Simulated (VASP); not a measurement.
# Au (I4_1/amd) in VASP: further runs, part 2 of 2

VASP 6.6.1.

## Step 4: Relaxation of cell and atoms, r2SCAN

The input, POSCAR:

```
Au
1.0
   -2.5749049620      2.5749049620      1.4046581881
    2.5749049620     -2.5749049620      1.4046581881
    2.5749049620      2.5749049620     -1.4046581881
Au
2
Direct
    0.0000000000      0.0000000000      0.0000000000
    0.7500000000      0.2500000000      0.5000000000
```

The input, INCAR.step1:

```
  PREC = Accurate
  ENCUT = 600
  ISMEAR = 0
  SIGMA = 0.1
  LREAL = False
  LASPH = True
  NELM = 60
  GGA = PE
  ALGO = Normal
  EDIFF = 1E-4
  LWAVE = True
  LCHARG = False
```

The input, INCAR.step2:

```
  PREC = Accurate
  ENCUT = 600
  EDIFF = 1E-7
  ISMEAR = 0
  SIGMA = 0.1
  LREAL = False
  LASPH = True
  NELM = 60
  ALGO = Normal
  ISIF = 3
  LWAVE = False
  LCHARG = False
  METAGGA = R2SCAN
  LMIXTAU = True
  IBRION = 2
  NSW = 90
  EDIFFG = -0.04
  ISTART = 1
```

The input, KPOINTS:

```
Automatic mesh
0
Gamma
  8 8 8
```

Potentials or basis: VASP PAW PBE potentials, release 64 (Au).

Run with:

```sh
cat potpaw_PBE.64/Au/POTCAR > POTCAR
cp INCAR.step1 INCAR
mpirun -np 1 vasp_std > vasp.out
cp INCAR.step2 INCAR
mpirun -np 1 vasp_std > vasp.out
```

OUTCAR:

```text
PREC = Accurate
   ENCUT = 600
   EDIFF = 1E-7
   ISMEAR = 0
   LREAL = False
   LASPH = True
   NELM = 60
   ISIF = 3
   METAGGA = R2SCAN
   IBRION = 2
   NSW = 90
   EDIFFG = -0.04
   ISTART = 1

 ion  position               nearest neighbor table
   1  0.000  0.000  0.000-   2 2.67   2 2.67   2 2.67   2 2.67   2 3.33   2 3.33   2 3.33   2 3.33

   2  0.750  0.250  0.500-   1 2.67   1 2.67   1 2.67   1 2.67   1 3.33   1 3.33   1 3.33   1 3.33

  LATTYP: Found a body centered tetragonal cell.
 ALAT       =     5.1498099240
 C/A-ratio  =     0.5455184594

  Lattice vectors:

 A1 = (  -2.5749049620,   2.5749049620,   1.4046581881)
 A2 = (   2.5749049620,  -2.5749049620,   1.4046581881)
 A3 = (   2.5749049620,   2.5749049620,  -1.4046581881)
[... 342 lines left out ...]
      2       1.1036      2.00000
      3       1.2810      2.00000
      4       1.2822      2.00000
      5       1.7553      2.00000
      6       4.5696      2.00000
      7       4.5696      2.00000
      8       4.6083      2.00000
      9       4.6083      2.00000
     10       5.3854      2.00000
     11       6.3235      2.00000
     12      11.3796      0.00000
     13      11.3796      0.00000
     14      14.4414      0.00000
[... 401 lines left out ...]
      2       1.3316      2.00000
      3       1.7845      2.00000
      4       2.5168      2.00000
      5       2.7738      2.00000
      6       3.6764      2.00000
      7       4.1934      2.00000
      8       4.8908      2.00000
      9       5.1349      2.00000
     10       5.9193      2.00000
     11       8.7239      0.00000
     12      10.2322      0.00000
     13      11.9421      0.00000
     14      11.9708      0.00000
     15      18.2846      0.00000

 [... further k-points ...]

------------------------ aborting loop because EDIFF is reached ----------------------------------------

  FORCE on cell =-STRESS in cart. coord.  units (eV):
  Direction    XX          YY          ZZ          XY          YZ          ZX
  --------------------------------------------------------------------------------------
  -------------------------------------------------------------------------------------
  Total       -0.0715252     -0.0715252     -0.0034905      0.0000000      0.0000000      0.0000000
  in kB       -2.9745231     -2.9745231     -0.1451578      0.0000000      0.0000000      0.0000000
  external PRESSURE =      -2.0314013 kB  Pullay stress =       0.0000000 kB
[... 17 lines left out ...]
  FREE ENERGIE OF THE ION-ELECTRON SYSTEM (eV)
  ---------------------------------------------------
  free  energy   TOTEN  =      -100.9231816507 eV

  energy  without entropy=     -100.9191428906  energy(sigma->0) =     -100.92116227

 reached required accuracy - stopping structural energy minimisation
```

OUTCAR.step1:

```text
PREC = Accurate
   ENCUT = 600
   ISMEAR = 0
   LREAL = False
   LASPH = True
[... 657 lines left out ...]
      0.00000      0.00000      0.00000         0.000000      0.000000      0.000000
     -0.00000      2.57490      0.70233        -0.000000     -0.000000     -0.000000
 -----------------------------------------------------------------------------------
    total drift:                                0.000000     -0.000000      0.000000

  FREE ENERGIE OF THE ION-ELECTRON SYSTEM (eV)
  ---------------------------------------------------
  free  energy   TOTEN  =        -6.0459110979 eV

  energy  without entropy=       -6.0419526201  energy(sigma->0) =       -6.04393186
```

OSZICAR.step1:

```text
N       E                     dE             d eps       ncg     rms          rms(c)
DAV:   1     0.134833862540E+03    0.13483E+03   -0.12637E+04  1802   0.156E+03
DAV:   2    -0.470295327594E+01   -0.13954E+03   -0.13400E+03  1924   0.302E+02
DAV:   3    -0.659289157108E+01   -0.18899E+01   -0.18823E+01  2127   0.373E+01
DAV:   4    -0.660136963184E+01   -0.84781E-02   -0.84777E-02  2078   0.258E+00
DAV:   5    -0.660145543214E+01   -0.85800E-04   -0.85800E-04  2239   0.272E-01    0.116E+01
DAV:   6    -0.608186885708E+01    0.51959E+00   -0.13883E+00  1882   0.110E+01    0.765E+00
DAV:   7    -0.605035620468E+01    0.31513E-01   -0.95102E-02  2127   0.280E+00    0.367E+00
DAV:   8    -0.604592154921E+01    0.44347E-02   -0.46073E-03  1889   0.593E-01    0.276E-01
DAV:   9    -0.604591109786E+01    0.10451E-04   -0.22133E-05  1326   0.465E-02
   1 F= -.60459111E+01 E0= -.60439319E+01  d E =-.395848E-02
```

It took 6 min on 1 thread of Intel Xeon Platinum 8488C (Sapphire Rapids), shared host; peak memory 0.21 GiB.

What came out:

```yaml
Free_energy: -100.9232 eV
Relaxed_volume: 19.26 Å³/atom
Relaxed_cell: a = 3.996 Å, b = 3.996 Å, c = 3.996 Å, α = 96.70°, β = 96.70°, γ = 140.04°
Space_group_after_relaxing_to_0.1_Å: I4_1/amd (No. 141)
Energy_gained_by_relaxing: 40.3 meV/atom
Ionic_steps: 5
Pressure_after_relaxing: -0.2 GPa
Band_gap_on_the_k_mesh: zero (bands 11 and 12 overlap by 4.98 eV)
```

The path:
```tsv
step	energy change (eV)	largest force (eV/Å)	pressure (GPa)	volume (Å³)
1	0.0000	0.0000	4.89	37.25
2	-0.0430	0.0000	-5.13	40.32
3	-0.0736	0.0000	-2.05	39.05
4	-0.0751	0.0000	1.61	38.08
5	-0.0805	0.0000	-0.20	38.53
```

Final structure:
```
CELL_PARAMETERS angstrom
-2.65589 2.65589 1.36543
2.65589 -2.65589 1.36543
2.65589 2.65589 -1.36543
ATOMIC_POSITIONS crystal
Au 0.00000 0.00000 0.00000
Au 0.75000 0.25000 0.50000
```

Caveat: the PAW data sets were made with another functional, which shifts forces and pressure a little; spin-orbit coupling is left out, which moves the levels of the heavy elements.

## Step 5: The runs side by side

```csv
task,cell,cutoff (eV),gap on the mesh (eV),pressure (GPa)
single point,"a = 3.903 Å, angles 97.4, 97.4, 137.8°, 2 atoms",520,none,4.8
single point,"a = 3.986 Å, angles 96.7, 96.7, 140.0°, 2 atoms",520,none,0.6
relaxation of cell and atoms,"relaxed from a = 3.903 Å, angles 97.4, 97.4, 137.8°, 2 atoms",600,none,-0.2
```

Alike in all rows: level r2SCAN; potentials or basis VASP PAW PBE potentials, release 64 (Au); no spin polarisation; k mesh 8 × 8 × 8; smearing gaussian 0.1 eV.

Caveats: the PAW data sets were made with another functional, which shifts forces and pressure a little; spin-orbit coupling is left out, which moves the levels of the heavy elements; the cell stands under pressure (at least some runs).

Absolute energies hang on the potentials; compare differences alone.
